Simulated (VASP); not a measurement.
A run of VASP 6.6.1 is set up as follows.

File INCAR:

```
  PREC = Accurate
  ENCUT = 520
  EDIFF = 1E-6
  ISMEAR = -1
  SIGMA = 0.08
  LREAL = False
  LASPH = True
  NELM = 80
  ALGO = Normal
  ISIF = 2
  LWAVE = False
  LCHARG = False
  GGA = PE
  NBANDS = 34
```

The input KPOINTS:

```
Automatic mesh
0
Gamma
  14 14 1
```

Contents of POSCAR:

```
In
1.0
    3.3886613688      0.0000000000      0.0000000000
   -1.6943306844      2.9346668302      0.0000000000
    0.0000000000      0.0000000000     24.3005000000
In
4
Direct
    0.0000000000      0.0000000000      0.3345074082
    0.3333333333      0.6666666667      0.4451810317
    0.6666666667      0.3333333333      0.5548189681
    0.0000000000      0.0000000000      0.6654925913
```

Potentials or basis: VASP PAW PBE potentials, release 64 (In_d).

Run with:

```console
$ cat potpaw_PBE.64/In_d/POTCAR > POTCAR
$ mpirun -np 1 vasp_std > vasp.out
```

Q: Predict the largest force.

A: 0.007 eV/Å.

Q: What does it give for the band gap on the k mesh?

A: Zero (bands 26 and 27 overlap by 2.24 eV).

Forces in eV/Å, atoms in the order of the input:
```
In   0.000  0.000 -0.007
In   0.000  0.000  0.005
In   0.000  0.000 -0.005
In   0.000  0.000  0.007
```

Caveat: there is no dipole correction, which matters where the two faces differ; spin-orbit coupling is left out, which moves the levels of the heavy elements.
